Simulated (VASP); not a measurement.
# Au (Fm-3m) in VASP: further runs

The runs below take Au through single point, relaxation of volume and atoms at fixed shape, with PBEsol.

All numbers are computed with VASP 6.6.1; they aren't measurements. Logs are shortened: lines on timing, memory, paths and dates and some standing lists are left out, and cuts for length are marked.

## Step 1: The cell of the first run

It takes space group Fm-3m (No. 225, cubic). Conventional cell: a = 4.082 Å, b = 4.082 Å, c = 4.082 Å, α = 90.00°, β = 90.00°, γ = 90.00°. Au (site symmetry m-3m) has 12 Au at 2.89 Å within 3.8 Å.

## Step 2: Single point, PBEsol

INCAR

```
SYSTEM = Au
  PREC = Accurate
  ENCUT = 500
  EDIFF = 1E-6
  ISMEAR = -1
  SIGMA = 0.1
  LREAL = .False.
  LASPH = .True.
  NELM = 120
  ALGO = Normal
  ISIF = 2
  LWAVE = .False.
  LCHARG = .False.
  GGA = PS
  NBANDS = 12
  GGA_COMPAT = .False.
```

KPOINTS

```
Automatic mesh
0
Gamma
  9 9 9
  0 0 0
```

POSCAR

```
Au
1.0
    0.0000000000      2.0409963390      2.0409963390
    2.0409963390      0.0000000000      2.0409963390
    2.0409963390      2.0409963390      0.0000000000
Au
1
Direct
    0.0000000000      0.0000000000      0.0000000000
```

Potentials or basis: VASP PAW PBE potentials, release 64 (Au).

Command:

```sh
cat potpaw_PBE.64/Au/POTCAR > POTCAR
mpirun -np 1 vasp_std > vasp.out
```

OUTCAR:

```text
SYSTEM = Au
   PREC = Accurate
   ENCUT = 500
   EDIFF = 1E-6
   ISMEAR = -1
   LREAL = .False.
   LASPH = .True.
   NELM = 120
   ISIF = 2
   GGA = PS

 ion  position               nearest neighbor table
   1  0.000  0.000  0.000-

  LATTYP: Found a face centered cubic cell.
 ALAT       =     4.0819926780

  Lattice vectors:

 A1 = (   0.0000000000,   2.0409963390,   2.0409963390)
 A2 = (   2.0409963390,   0.0000000000,   2.0409963390)
 A3 = (   2.0409963390,   2.0409963390,   0.0000000000)

Analysis of symmetry for initial positions (statically):
=====================================================================
 Subroutine PRICEL returns:
 Original cell was already a primitive cell.

 Routine SETGRP: Setting up the symmetry group for a
 face centered cubic supercell.

 Subroutine GETGRP returns: Found 48 space group operations
 (whereof 48 operations were pure point group operations)
 out of a pool of 48 trial point group operations.

The static configuration has the point symmetry O_h .

Analysis of symmetry for dynamics (positions and initial velocities):
=====================================================================
 Subroutine PRICEL returns:
 Original cell was already a primitive cell.

 Routine SETGRP: Setting up the symmetry group for a
 face centered cubic supercell.

 Subroutine GETGRP returns: Found 48 space group operations
 (whereof 48 operations were pure point group operations)
 out of a pool of 48 trial point group operations.

The dynamic configuration has the point symmetry O_h .

 Subroutine INISYM returns: Found 48 space group operations
 (whereof 48 operations are pure point group operations),
 and found     1 'primitive' translations

----------------------------------------------------------------------------------------

                                     Primitive cell

  volume of cell :      17.0042

  direct lattice vectors                    reciprocal lattice vectors
     0.000000000  2.040996339  2.040996339    -0.244978391  0.244978391  0.244978391
     2.040996339  0.000000000  2.040996339     0.244978391 -0.244978391  0.244978391
     2.040996339  2.040996339  0.000000000     0.244978391  0.244978391 -0.244978391

  length of vectors
     2.886404703  2.886404703  2.886404703     0.424315021  0.424315021  0.424315021

  position of ions in fractional coordinates (direct lattice)
     0.000000000  0.000000000  0.000000000

  ion indices of the primitive-cell ions
   primitive index   ion index
[... 75 lines left out ...]
   EDIFFG = 0.1E-04   stopping-criterion for IOM
   NSW    =      0    number of steps for IOM
   IBRION =     -1    ionic relax: 0-MD 1-quasi-New 2-CG
   NFREE  =      0    steps in history (QN), initial steepest desc. (CG)
   ISIF   =      2    stress and relaxation
   ISYM   =      2    0-nonsym 1-usesym 2-fastsym
   POTIM  = 0.5000    time-step for ionic-motion
   TEBEG  =    0.0;   TEEND  =   0.0 temperature during run
   PSTRESS=    0.0 pullay stress
   NELECT =      11.0000    total number of electrons
   NUPDOWN=      -1.0000    fix difference up-down
   EMIN   =  10.00;   EMAX   =-10.00  energy-range for DOS
   EFERMI =   0.00;   METHOD = LEGACY
   ISMEAR =    -1;   SIGMA  =   0.10  broadening in eV -4-tet -1-fermi 0-gaus
   EFERMI_NEDOS =   21; number of points for ismear=-14 and -15
   IALGO  =     38    algorithm
   IMIX   =      4    mixing-type and parameters
     AMIX     =   0.40;   BMIX     =  1.00
     AMIX_MAG =   1.60;   BMIX_MAG =  1.00
  volume/ion in A,a.u.               =      17.00       114.75
  Fermi-wavevector in a.u.,A,eV,Ry     =   1.415860  2.675587 27.275031  2.004658
  Thomas-Fermi vector in A             =   2.537254
   LORBIT       =      0    0 simple, 1 ext, 2 COOP (PROOUT), +10 PAW based schemes
   GGA     = PS    functional components
   LHFCALC =     F    Hartree Fock is set to
   AEXX    =    0.0000 exact exchange contribution
   IVDW    =     0    specifies the selected vdW correction
   LEPSILON=     F    determine dielectric tensor
   LRPA    =     F    only Hartree local field effects (RPA)
 non-spin polarized calculation
  energy-cutoff  :      500.00
  volume of cell :       17.00
 maximum number of plane-waves:       444
 NGX is ok and might be reduce to    24
   NGX = 11   NGY = 11   NGZ = 11

 number of electron      11.0000000 magnetization

 Free energy of the ion-electron system (eV)
  ---------------------------------------------------
  ext. energy  EPLUGINS =         0.00000000
  ---------------------------------------------------
  free energy    TOTEN  =        -3.94945652 eV

  energy without entropy =       -3.94662239  energy(sigma->0) =       -3.94803946

 E-fermi :   9.2827     XC(G=0): -12.8968

 val. band max:        8.9204974349   @ k =   0.4444   0.3333   0.0000
 cond. band min:       9.3388028265   @ k =   0.4444   0.4444   0.0000
 fundamental gap:      0.4183053916
 Fermi energy:         9.2826875559

 k-point     1 :       0.0000    0.0000    0.0000
  band No.  band energies     occupation
      1      -0.6286      2.00000
      2       4.6284      2.00000
      3       4.6284      2.00000
      4       4.6284      2.00000
      5       6.1631      2.00000
      6       6.1631      2.00000
      7      23.8142      0.00000
      8      27.8180      0.00000
      9      27.8180      0.00000
     10      27.8180      0.00000
     11      32.6917      0.00000
     12      37.3821      0.00000
[... 331 lines left out ...]
 k-point    24 :       0.4444    0.4444    0.0000
  band No.  band energies     occupation
      1       2.2710      2.00000
      2       2.6019      2.00000
      3       7.2914      2.00000
      4       7.5542      2.00000
      5       7.5542      2.00000
      6       9.3388      0.72656
      7      16.2503      0.00000
      8      19.5783      0.00000
      9      19.5783      0.00000
     10      26.3916      0.00000
     11      28.9984      0.00000
     12      37.0117      0.00000

 [... further k-points ...]
[... 5 lines left out ...]
  --------------------------------------------------------------------------------------
  -------------------------------------------------------------------------------------
  Total       -0.0292677     -0.0292677     -0.0292677     -0.0000000      0.0000000     -0.0000000
  in kB       -2.7576742     -2.7576742     -2.7576742     -0.0000000      0.0000000     -0.0000000
  external PRESSURE =      -2.7576742 kB  Pullay stress =       0.0000000 kB

 VOLUME and BASIS-vectors are now :
 -----------------------------------------------------------------------------
  energy-cutoff  :      500.00
  volume of cell :       17.00
      direct lattice vectors                 reciprocal lattice vectors
     0.000000000  2.040996339  2.040996339    -0.244978391  0.244978391  0.244978391
     2.040996339  0.000000000  2.040996339     0.244978391 -0.244978391  0.244978391
     2.040996339  2.040996339  0.000000000     0.244978391  0.244978391 -0.244978391

 POSITION                                       TOTAL-FORCE (eV/Angst)
 -----------------------------------------------------------------------------------
      0.00000      0.00000      0.00000        -0.000000      0.000000      0.000000
 -----------------------------------------------------------------------------------
    total drift:                                0.000000     -0.000000     -0.000000

  FREE ENERGIE OF THE ION-ELECTRON SYSTEM (eV)
  ---------------------------------------------------
  free  energy   TOTEN  =        -3.9494565243 eV

  energy  without entropy=       -3.9466223939  energy(sigma->0) =       -3.94803946
```

stdout:

```text
POSCAR found type information on POSCAR Au
 POSCAR found :  1 types and       1 ions
 scaLAPACK will be used
 -----------------------------------------------------------------------------
|                                                                             |
|                                                                             |
|     You enforced a specific xc type in the INCAR file but a different       |
|     I HOPE YOU KNOW WHAT YOU ARE DOING!                                     |
|                                                                             |
 -----------------------------------------------------------------------------

 LDA part: xc-table for (Slater+PW92), standard interpolation
 POSCAR, INCAR and KPOINTS ok, starting setup
 FFT: planning ... GRIDC
 FFT: planning ... GRID_SOFT
 FFT: planning ... GRID
 WAVECAR not read
 entering main loop
```

Run time: 7.6 s. Hardware: 1 thread of AMD EPYC 9R45 (Zen 5), shared host; peak memory 0.11 GiB.

Results:

```
Free energy : -3.9495 eV
Pressure    : -0.3 GPa
```

Caveat: the PAW data sets were made with another functional, which shifts forces and pressure a little; spin-orbit coupling is left out, which moves the levels of the heavy elements.

[end of part 1 of 2]
